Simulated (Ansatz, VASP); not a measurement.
CuO in VASP and in Ansatz

The input INCAR:

```
SYSTEM = CuO
ALGO     = Normal         ! electronic algorithm
EDIFF    = 1E-6           ! SCF threshold, eV
ENCUT    = 820            ! plane-wave cutoff, eV
GGA      = PS             ! functional
GGA_COMPAT= .False.      
ISIF     = 2              ! what is computed and relaxed
ISMEAR   = 0              ! smearing method
ISPIN    = 2              ! spin polarisation
LASPH    = .True.         ! aspherical terms in the spheres
LCHARG   = .False.        ! write CHGCAR
LDAU     = .True.         ! DFT+U
LDAUJ    = 0 0          
LDAUL    = 2 -1           ! shell
LDAUPRINT= 1            
LDAUTYPE = 2            
LDAUU    = 4 0            ! U, eV
LMAXMIX  = 4              ! l up to which the mixer works
LORBIT   = 11             ! projections on sites
LREAL    = .False.        ! projectors in reciprocal space
LWAVE    = .False.        ! write WAVECAR
MAGMOM   = 0.42 0.38      ! initial moments
NBANDS   = 24             ! bands
NELM     = 200            ! most SCF steps
PREC     = Accurate       ! precision mode
SIGMA    = 0.05           ! smearing width, eV
```

Contents of KPOINTS:

```
k-points
0
Gamma
  7 7 7
  0 0 0
```

The input POSCAR:

```
CuO
1.0
    0.0000000000      2.3272527300      2.3272527300
    2.3272527300      0.0000000000      2.3272527300
    2.3272527300      2.3272527300      0.0000000000
Cu O
1 1
Direct
    0.0000000000      0.0000000000      0.0000000000
    0.2500000000      0.2500000000      0.2500000000
```

Input for Ansatz:

```yaml
crystal:
  lattice:
    - [0.0, 2.32725273, 2.32725273]
    - [2.32725273, 0.0, 2.32725273]
    - [2.32725273, 2.32725273, 0.0]
  atoms:
    - { symbol: Cu, position: [0.0, 0.0, 0.0], spin: 1.0 }
    - { symbol: O, position: [0.25, 0.25, 0.25] }
basis:
  ecutwfc: 420
  ecutrho_ratio: 4
kpoints:
  mp_grid: { grid: [7, 7, 7] }
hamiltonian:
  xc: pbesol
  hubbard:
    sites:
      - { site: 0, l: d, u_eff: 4.0, starting_ns: [{ spin: up, occupation_matrix: s0up }, { spin: down, occupation_matrix: s0down }] }
    occupation_matrices:
      s0up:
        matrix:
          - [0.97, 0.0, 0.0, 0.0, 0.0]
          - [0.0, 0.97, 0.0, 0.0, 0.0]
          - [0.0, 0.0, 0.97, 0.0, 0.0]
          - [0.0, 0.0, 0.0, 0.97, 0.0]
          - [0.0, 0.0, 0.0, 0.0, 0.97]
      s0down:
        matrix:
          - [0.97, 0.0, 0.0, 0.0, 0.0]
          - [0.0, 0.02, 0.0, 0.0, 0.0]
          - [0.0, 0.0, 0.97, 0.0, 0.0]
          - [0.0, 0.0, 0.0, 0.97, 0.0]
          - [0.0, 0.0, 0.0, 0.0, 0.97]
    ns_hold: { iters: 10 }
scf:
  occupations: { method: gaussian, width: 0.05 }
  lower_state_search: "off"
  max_iter: 150
output:
  forces: true
  stress: true
  eigenvalues: true
  populations: true
  hubbard: { sites: [{ site: 0, l: d }] }
  write_density: true
  write_potential: true
  elf: true
  volumetric_format: npy
magnetization:
  spin_polarized: true
```

Alike in both runs: task single point; functional PBEsol; k mesh 7 × 7 × 7; occupations gaussian, width 0.05 eV; collinear spin; Hubbard terms Cu d U = 4.0 eV.

```csv
,VASP,Ansatz
version,VASP 6.6.1,Ansatz 0.2.0
potentials or method,"VASP PAW PBE potentials, release 64 (Cu_sv_GW, O), cutoff 820 eV","scalar-relativistic, plane waves, PAW"
valence electrons in the cell,25,25
```

Ansatz gave:

- gap on the k mesh at the Fermi level (eV): none
- pressure (GPa): -12.8
- net moment per atom (μB): 0.38
- size of the moment on the site where the two differ most (μB): 0.38

Task: What did VASP give for the same quantities?

Result: gap on the k mesh at the Fermi level (eV): none; pressure (GPa): -14.7; net moment per atom (μB): 0.49; size of the moment on the site where the two differ most (μB): 0.58.

The net moments are unlike, so the other rows may belong to different states. VASP's potentials were made for PBE, not for PBEsol. Site moments also hang on the region over which each program counts them. The programs project onto different local orbitals, so the same U acts differently, and such runs can settle in different states. A gap of «none» marks a metal or a gap that the smearing closes. Ansatz's warnings: filled band counts differ across k points, specified occupation not kept, symmetry narrowed by occupation matrices.
